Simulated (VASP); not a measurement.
A run of VASP 6.6.1 is set up as follows.

File INCAR:

```
SYSTEM = V
PREC     = Accurate       ! precision mode
ENCUT    = 520            ! plane-wave cutoff, eV
EDIFF    = 1E-6           ! SCF threshold, eV
ISMEAR   = -1             ! smearing method
SIGMA    = 0.05           ! smearing width, eV
LREAL    = .False.        ! projectors in reciprocal space
LASPH    = .True.         ! aspherical terms in the spheres
NELM     = 150            ! most SCF steps
ALGO     = Normal         ! electronic algorithm
ISIF     = 2              ! what is computed and relaxed
LWAVE    = .False.        ! write WAVECAR
LCHARG   = .True.         ! write CHGCAR
ISPIN    = 2              ! spin polarisation
MAGMOM   = 1.461 1.461    ! initial moments
LORBIT   = 11             ! projections on sites
LMAXMIX  = 4              ! l up to which the mixer works
GGA      = PE             ! functional
LELF     = .True.         ! ELF
LVHAR    = .True.       
NBANDS   = 24             ! bands
```

The input KPOINTS:

```
Automatic mesh
0
Gamma
  16 16 16
  0 0 0
```

File POSCAR:

```
V
1.0
    0.0000000000      2.7341640512      2.7341640512
    2.7341640512      0.0000000000      2.7341640512
    2.7341640512      2.7341640512      0.0000000000
V
2
Direct
    0.1250000000      0.1250000000      0.1250000000
    0.8750000000      0.8750000000      0.8750000000
```

Potentials or basis: VASP PAW PBE potentials, release 64 (V_sv).

Command:

```sh
$ cat potpaw_PBE.64/V_sv/POTCAR > POTCAR
$ mpirun -np 1 vasp_std > vasp.out
```

(1) Estimate the net moment.

(2) What does it give for the pressure?

(3) Predict the site moments.

Answers

(1) 3.79 μB per cell.

(2) 0.2 GPa.

(3) V +1.72 μB.
